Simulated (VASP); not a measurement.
# GaSnP: single point with PBE

Crystal: GaSnP.

```
Ga Sn P
1.0
     3.01850    0.00000    0.00000
    -1.50925    2.61410    0.00000
     0.00000    0.00000    8.02307
Ga Sn P
1 1 1
Direct
  0.00000 0.00000 0.14346
  0.00000 0.00000 0.50590
  0.00000 0.00000 0.83833
```

- Program: VASP 6.6.1
- Task: single point
- Functional: PBE
- Potentials or basis: VASP PAW PBE potentials, release 64 (Ga_d, Sn_d, P)
- Cutoff: 520 eV
- k mesh: 6 × 6 × 2
- Occupations: gaussian, width 0.1 eV
- Spin: no spin polarisation

The pressure is 0.0 GPa and the largest force is 0.015 eV/Å. The band gap on the k mesh is zero (band 16 reaches 10.94 eV, above the bottom of band 17 at 5.26 eV).

Forces on the atoms (eV/Å):
```
Ga   0.000  0.000 -0.006
Sn   0.000  0.000  0.015
P    0.000  0.000 -0.010
```

Stress tensor (GPa, compression positive):
```
-0.09  0.00  0.00
 0.00 -0.09  0.00
 0.00  0.00  0.19
```

Levels at points of the mesh, in eV from the Fermi level:
```csv
k point,band 13,band 14,band 15,band 16,band 17,band 18,band 19,band 20
"(0.00, 0.00, 0.00)",-8.74,-2.54,-1.79,4.00,4.00,7.26,9.25,10.17
"(0.50, 0.00, 0.00)",-5.33,-4.47,-3.64,-1.89,1.02,1.73,2.30,5.43
"(0.00, 0.00, 0.50)",-7.35,-5.40,2.32,3.45,4.01,4.01,9.56,9.56
"(0.50, 0.00, 0.50)",-5.13,-4.19,-2.58,-2.05,-1.21,1.75,3.57,5.08
```

Wall time 14 s on 1 thread of Intel(R) Xeon(R) 6975P-C (Granite Rapids) (shared host), peak memory 0.18 GiB.

Caveat: the k points lie up to 0.40 Å⁻¹ apart; spin-orbit coupling is left out, which moves the levels of the heavy elements.
